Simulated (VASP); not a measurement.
Ga3BAs4: single point with PBE

Ga3BAs4:

```xyz
8
Lattice="5.4158 0.0000 0.0000 0.0000 5.4158 0.0000 0.0000 0.0000 5.4158" Properties=species:S:1:pos:R:3 pbc="T T T"
Ga    0.0000    0.0000    2.7079
Ga    0.0000    2.7079    0.0000
Ga    2.7079    0.0000    0.0000
B     2.7079    2.7079    2.7079
As    4.0618    4.0618    4.0618
As    4.0618    1.3539    1.3539
As    1.3539    4.0618    1.3539
As    1.3539    1.3539    4.0618
```

| Quantity | Value |
| --- | --- |
| Program | VASP 6.6.1 |
| Task | single point |
| Functional | PBE |
| Potentials or basis | VASP PAW PBE potentials, release 64 (Ga_d, B, As) |
| Cutoff | 520 eV |
| k mesh | 4 × 4 × 4 |
| Occupations | gaussian, width 0.1 eV |
| Spin | no spin polarisation |

```
Pressure               : 7.1 GPa
Band gap on the k mesh : 0.43 eV, indirect (least direct gap 0.73 eV)
```

Levels at points of the mesh, in eV from the valence-band top:
```csv
k point,band 29,band 30,band 31,band 32,band 33,band 34
"(0.00, 0.00, 0.00)",0.00,0.00,0.00,0.73,1.36,1.36
"(0.50, 0.00, 0.00)",-2.02,-1.91,-1.91,1.65,1.72,3.48
"(0.50, 0.50, 0.00)",-1.51,-1.37,-1.30,2.43,2.47,3.10
"(0.50, 0.50, 0.50)",-1.21,-1.21,-1.21,0.44,1.54,1.54
```

Wall time 93 s on 1 thread of AMD EPYC 7R13 Processor (Zen 3) (shared host), peak memory 0.23 GiB.

A k mesh can miss the band edges.
